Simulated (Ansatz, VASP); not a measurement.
One calculation of PtSe, two programs

```
Pt Se
1.0
     0.00000    3.03745    3.03745
     3.03745    0.00000    3.03745
     3.03745    3.03745    0.00000
Pt Se
1 1
Direct
  0.00000 0.00000 0.00000
  0.25000 0.25000 0.25000
```

Alike in both runs: functional HSE06; k mesh 4 × 4 × 4; occupations fermi-dirac, width 0.05 eV; no spin polarisation.

|  | VASP | Ansatz |
| --- | --- | --- |
| version | VASP 6.6.1 | Ansatz 0.2.0 |
| potentials or method | VASP PAW PBE potentials, release 64 (Pt, Se) | Ansatz PAW |
| plane-wave cutoff (eV) | 520 | 420 |
| valence electrons in the cell | 16 | 34 |
| task | single point | band structure |

```csv
,VASP,Ansatz,Ansatz less VASP
gap on the k mesh at the Fermi level (eV),none,none,-
pressure (GPa),-13.6,-13.6,+0.03
```

A gap of «none» marks a metal or a gap that the smearing closes. The functional is the same, so the differences come from potentials, cutoffs and numerics. VASP's potentials hold 16 valence electrons a cell and Ansatz's 34, so a difference there can come from the potentials and not from the codes.

The k mesh is coarse, so the values compare programs but aren't converged. Neither program's run includes spin-orbit coupling.
